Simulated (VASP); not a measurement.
# Zn (P6_3/mmc) in VASP: a series of runs

Runs on Zn. Level: PBE. Tasks: single point, relaxation of cell and atoms.

Everything below comes from runs of VASP 6.6.1. Logs are shortened: lines on timing, memory, paths and dates and some standing lists are left out, and cuts for length are marked.

## Step 1: The cell of the first run

Symmetry: P6_3/mmc, No. 194, hexagonal system. Conventional cell: a = 2.656 Å, b = 2.656 Å, c = 4.962 Å, α = 90.00°, β = 90.00°, γ = 120.00°. Within 3.5 Å of Zn (site symmetry -6m2) lie 12 Zn at 2.66 to 2.92 Å.

## Step 2: Single point, PBE

The input, INCAR:

```
SYSTEM = Zn
  ALGO = Normal
  EDIFF = 1E-6
  ENCUT = 520
  GGA = PE
  ISIF = 2
  ISMEAR = -1
  LASPH = .TRUE.
  LCHARG = .TRUE.
  LELF = .TRUE.
  LREAL = .FALSE.
  LVHAR = .TRUE.
  LWAVE = .FALSE.
  NBANDS = 19
  NELM = 80
  PREC = Accurate
  SIGMA = 0.3
```

The input, KPOINTS:

```
k-points
0
G
  14 14 7
  0 0 0
```

The input, POSCAR:

```
Zn
1.0
    2.6556370042      0.0000000000      0.0000000000
   -1.3278185021      2.2998491089      0.0000000000
    0.0000000000      0.0000000000      4.9624616040
Zn
2
Direct
    0.3333333333      0.6666666667      0.2500000000
    0.6666666667      0.3333333333      0.7500000000
```

Potentials or basis: VASP PAW PBE potentials, release 64 (Zn).

On the command line:

```bash
$ cat potpaw_PBE.64/Zn/POTCAR > POTCAR
$ mpirun -np 1 vasp_std > vasp.out
```

OUTCAR:

```text
SYSTEM = Zn
   EDIFF = 1E-6
   ENCUT = 520
   GGA = PE
   ISIF = 2
   ISMEAR = -1
   LASPH = .TRUE.
   LREAL = .FALSE.
   NELM = 80
   PREC = Accurate

 ion  position               nearest neighbor table
   1  0.333  0.667  0.250-   2 2.92   2 2.92   2 2.92   2 2.92   2 2.92   2 2.92
   2  0.667  0.333  0.750-   1 2.92   1 2.92   1 2.92   1 2.92   1 2.92   1 2.92

  LATTYP: Found a hexagonal cell.
 ALAT       =     2.6556370042
 C/A-ratio  =     1.8686520771

  Lattice vectors:

 A1 = (   2.6556370042,   0.0000000000,   0.0000000000)
 A2 = (  -1.3278185021,   2.2998491089,   0.0000000000)
 A3 = (   0.0000000000,   0.0000000000,   4.9624616040)

Analysis of symmetry for initial positions (statically):
=====================================================================
 Subroutine PRICEL returns:
 Original cell was already a primitive cell.

 Routine SETGRP: Setting up the symmetry group for a
 hexagonal supercell.

 Subroutine GETGRP returns: Found 24 space group operations
 (whereof 12 operations were pure point group operations)
 out of a pool of 24 trial point group operations.

The static configuration has the point symmetry D_3d.
 The point group associated with its full space group is D_6h.

Analysis of symmetry for dynamics (positions and initial velocities):
=====================================================================
 Subroutine PRICEL returns:
 Original cell was already a primitive cell.

 Routine SETGRP: Setting up the symmetry group for a
 hexagonal supercell.

 Subroutine GETGRP returns: Found 24 space group operations
 (whereof 12 operations were pure point group operations)
 out of a pool of 24 trial point group operations.

The dynamic configuration has the point symmetry D_3d.
 The point group associated with its full space group is D_6h.

 Subroutine INISYM returns: Found 24 space group operations
 (whereof 12 operations are pure point group operations),
 and found     1 'primitive' translations

----------------------------------------------------------------------------------------

                                     Primitive cell

  volume of cell :      30.3086

  direct lattice vectors                    reciprocal lattice vectors
     2.655637004  0.000000000  0.000000000     0.376557488  0.217405567  0.000000000
    -1.327818502  2.299849109  0.000000000     0.000000000  0.434811134  0.000000000
     0.000000000  0.000000000  4.962461604     0.000000000  0.000000000  0.201512894

  length of vectors
     2.655637004  2.655637004  4.962461604     0.434811134  0.434811134  0.201512894

  position of ions in fractional coordinates (direct lattice)
     0.333333333  0.666666667  0.250000000
     0.666666667  0.333333333  0.750000000

  ion indices of the primitive-cell ions
   primitive index   ion index
                 1           1
                 2           2

----------------------------------------------------------------------------------------

 KPOINTS: k-points

Automatic generation of k-mesh.
 Grid dimensions read from file:
 generate k-points for:   14   14    7

 Generating k-lattice:

  Cartesian coordinates                     Fractional coordinates (reciprocal lattice)
     0.026896963  0.015528969  0.000000000     0.071428571  0.000000000  0.000000000
     0.000000000  0.031057938  0.000000000     0.000000000  0.071428571  0.000000000
     0.000000000  0.000000000  0.028787556     0.000000000  0.000000000  0.142857143

  Length of vectors
     0.031057938  0.031057938  0.028787556

  Shift w.r.t. Gamma in fractional coordinates (k-lattice)
     0.000000000  0.000000000  0.000000000

 Subroutine IBZKPT returns following result:
 ===========================================

 Found     96 irreducible k-points:

 Following reciprocal coordinates:
            Coordinates               Weight
  0.000000  0.000000  0.000000      1.000000
  0.071429  0.000000  0.000000      6.000000
  0.142857  0.000000  0.000000      6.000000
  0.214286 -0.000000  0.000000      6.000000
  0.285714  0.000000  0.000000      6.000000
  0.357143  0.000000  0.000000      6.000000
[... 16 lines left out ...]
  0.285714  0.285714  0.000000      6.000000
  0.357143  0.285714  0.000000      6.000000
 [... further k-points ...]
   k-points           NKPTS =     96   k-points in BZ     NKDIM =     96   number of bands    NBANDS=     19
   number of dos      NEDOS =    301   number of ions     NIONS =      2
   total plane-waves  NPLWV =  16000
   dimension x,y,z NGX =    20 NGY =   20 NGZ =   40
   dimension x,y,z NGXF=    40 NGYF=   40 NGZF=   80
   ions per type =               2
   NGX,Y,Z   is equivalent  to a cutoff of  12.52, 12.52, 13.40 a.u.
   NGXF,Y,Z  is equivalent  to a cutoff of  25.04, 25.04, 26.80 a.u.
 SYSTEM =  Zn
   PREC   = accura    normal or accurate (medium, high low for compatibility)
   ISTART =      0    job   : 0-new  1-cont  2-samecut
   ICHARG =      2    charge: 1-file 2-atom 10-const
   ISPIN  =      1    spin polarized calculation?
   LNONCOLLINEAR =      F non collinear calculations
   LSORBIT =      F    spin-orbit coupling
   LASPH  =      T    aspherical Exc in radial PAW
   ENCUT  =  520.0 eV  38.22 Ry    6.18 a.u.   4.94  4.94  9.23*2*pi/ulx,y,z
   NELM   =     80;   NELMIN=  2; NELMDL= -5     # of ELM steps
   EDIFF  = 0.1E-05   stopping-criterion for ELM
   LREAL  =      F    real-space projection
   EDIFFG = 0.1E-04   stopping-criterion for IOM
   NSW    =      0    number of steps for IOM
   IBRION =     -1    ionic relax: 0-MD 1-quasi-New 2-CG
   NFREE  =      0    steps in history (QN), initial steepest desc. (CG)
   ISIF   =      2    stress and relaxation
   ISYM   =      2    0-nonsym 1-usesym 2-fastsym
   POTIM  = 0.5000    time-step for ionic-motion
   TEBEG  =    0.0;   TEEND  =   0.0 temperature during run
   PSTRESS=    0.0 pullay stress
   NELECT =      24.0000    total number of electrons
   NUPDOWN=      -1.0000    fix difference up-down
   EMIN   =  10.00;   EMAX   =-10.00  energy-range for DOS
   EFERMI =   0.00;   METHOD = LEGACY
   ISMEAR =    -1;   SIGMA  =   0.30  broadening in eV -4-tet -1-fermi 0-gaus
   EFERMI_NEDOS =   21; number of points for ismear=-14 and -15
   IALGO  =     38    algorithm
   IMIX   =      4    mixing-type and parameters
     AMIX     =   0.40;   BMIX     =  1.00
     AMIX_MAG =   1.60;   BMIX_MAG =  1.00
  volume/ion in A,a.u.               =      15.15       102.27
  Fermi-wavevector in a.u.,A,eV,Ry     =   1.514573  2.862128 31.210826  2.293931
  Thomas-Fermi vector in A             =   2.624212
   LORBIT       =      0    0 simple, 1 ext, 2 COOP (PROOUT), +10 PAW based schemes
   GGA     = PE    functional components
   LHFCALC =     F    Hartree Fock is set to
   AEXX    =    0.0000 exact exchange contribution
   IVDW    =     0    specifies the selected vdW correction
   LEPSILON=     F    determine dielectric tensor
   LRPA    =     F    only Hartree local field effects (RPA)
 non-spin polarized calculation
  energy-cutoff  :      520.00
  volume of cell :       30.31
 maximum number of plane-waves:       837
 NGX is ok and might be reduce to    20
   NGX =  9   NGY =  9   NGZ = 19

 number of electron      24.0000020 magnetization

 Free energy of the ion-electron system (eV)
  ---------------------------------------------------
  ext. energy  EPLUGINS =         0.00000000
  ---------------------------------------------------
  free energy    TOTEN  =        -2.28246462 eV

  energy without entropy =       -2.12930027  energy(sigma->0) =       -2.20588245

 E-fermi :   3.1259     XC(G=0): -11.5689

 val. band max:        3.0623795547   @ k =   0.2143   0.2143   0.0000
 cond. band min:       3.1425340284   @ k =   0.2857   0.1429   0.0000
 fundamental gap:      0.0801544737
 Fermi energy:         3.1258553346

 k-point     1 :       0.0000    0.0000    0.0000
  band No.  band energies     occupation
      1      -7.2944      2.00000
      2      -5.4990      2.00000
      3      -4.7944      2.00000
      4      -4.5562      2.00000
      5      -4.5562      2.00000
      6      -4.5075      2.00000
[... 11 lines left out ...]
     18      22.3814      0.00000
     19      22.3833      0.00000

 k-point     2 :       0.0714    0.0000    0.0000
  band No.  band energies     occupation
      1      -7.1419      2.00000
      2      -5.4321      2.00000
      3      -4.7785      2.00000
      4      -4.5714      2.00000
      5      -4.5238      2.00000
      6      -4.5202      2.00000
[... 11 lines left out ...]
     18      21.2635      0.00000
     19      23.5223      0.00000

 k-point     3 :       0.1429    0.0000    0.0000
  band No.  band energies     occupation
      1      -6.6951      2.00000
      2      -5.2631      2.00000
      3      -4.7490      2.00000
      4      -4.6032      2.00000
      5      -4.5386      2.00000
      6      -4.4179      2.00000
[... 11 lines left out ...]
     18      20.0310      0.00000
     19      21.4699      0.00000

 k-point     4 :       0.2143   -0.0000    0.0000
  band No.  band energies     occupation
      1      -6.0130      2.00000
      2      -5.1097      2.00000
      3      -4.7102      2.00000
      4      -4.6292      2.00000
      5      -4.5665      2.00000
      6      -4.4307      2.00000
[... 11 lines left out ...]
     18      19.0202      0.00000
     19      19.0754      0.00000

 k-point     5 :       0.2857    0.0000    0.0000
  band No.  band energies     occupation
      1      -5.3908      2.00000
      2      -5.1072      2.00000
      3      -4.7737      2.00000
      4      -4.6179      2.00000
      5      -4.4814      2.00000
      6      -4.4023      2.00000
[... 11 lines left out ...]
     18      18.3734      0.00000
     19      19.6172      0.00000
[... 334 lines left out ...]
      2      -4.9255      2.00000
      3      -4.8447      2.00000
      4      -4.5813      2.00000
      5      -4.4924      2.00000
      6      -4.4352      2.00000
[... 11 lines left out ...]
     18      12.9515      0.00000
     19      14.4724      0.00000

 k-point    22 :       0.3571    0.2143    0.0000
  band No.  band energies     occupation
      1      -4.9714      2.00000
      2      -4.9485      2.00000
      3      -4.8599      2.00000
      4      -4.5649      2.00000
      5      -4.5039      2.00000
      6      -4.4107      2.00000
[... 11 lines left out ...]
     18      12.6360      0.00000
     19      14.1385      0.00000

 k-point    23 :       0.2857    0.2857    0.0000
  band No.  band energies     occupation
      1      -4.9188      2.00000
      2      -4.8315      2.00000
      3      -4.7715      2.00000
      4      -4.5904      2.00000
      5      -4.5269      2.00000
      6      -4.5006      2.00000
[... 11 lines left out ...]
     18      11.0124      0.00000
     19      12.7821      0.00000

 k-point    24 :       0.3571    0.2857    0.0000
  band No.  band energies     occupation
      1      -4.9117      2.00000
      2      -4.7968      2.00000
      3      -4.7344      2.00000
      4      -4.5672      2.00000
      5      -4.5657      2.00000
      6      -4.5562      2.00000
[... 11 lines left out ...]
     18      10.3667      0.00000
     19      12.3272      0.00000

 [... further k-points ...]
[... 5 lines left out ...]
  --------------------------------------------------------------------------------------
  -------------------------------------------------------------------------------------
  Total        0.2188158      0.2188158      0.1229580      0.0000000      0.0000000      0.0000000
  in kB       11.5670883     11.5670883      6.4998336      0.0000000      0.0000000      0.0000000
  external PRESSURE =       9.8780034 kB  Pullay stress =       0.0000000 kB

 VOLUME and BASIS-vectors are now :
 -----------------------------------------------------------------------------
  energy-cutoff  :      520.00
  volume of cell :       30.31
      direct lattice vectors                 reciprocal lattice vectors
     2.655637004  0.000000000  0.000000000     0.376557488  0.217405567  0.000000000
    -1.327818502  2.299849109  0.000000000     0.000000000  0.434811134  0.000000000
     0.000000000  0.000000000  4.962461604     0.000000000  0.000000000  0.201512894

 POSITION                                       TOTAL-FORCE (eV/Angst)
 -----------------------------------------------------------------------------------
     -0.00000      1.53323      1.24062        -0.000000      0.000000     -0.000000
      1.32782      0.76662      3.72185         0.000000     -0.000000      0.000000
 -----------------------------------------------------------------------------------
    total drift:                               -0.000000      0.000000      0.000000

  FREE ENERGIE OF THE ION-ELECTRON SYSTEM (eV)
  ---------------------------------------------------
  free  energy   TOTEN  =        -2.2824646188 eV

  energy  without entropy=       -2.1293002742  energy(sigma->0) =       -2.20588245
```

Wall time 60 s (1 thread of Intel Xeon 6975P-C, shared host); peak memory 0.17 GiB.

Results:

```yaml
Free_energy: -2.2825 eV
Pressure: 1.0 GPa
Band_gap_on_the_k_mesh: zero (band 12 reaches 4.59 eV, above the bottom of band 13 at 0.03 eV)
```

(Part 1 of 2 ends here.)
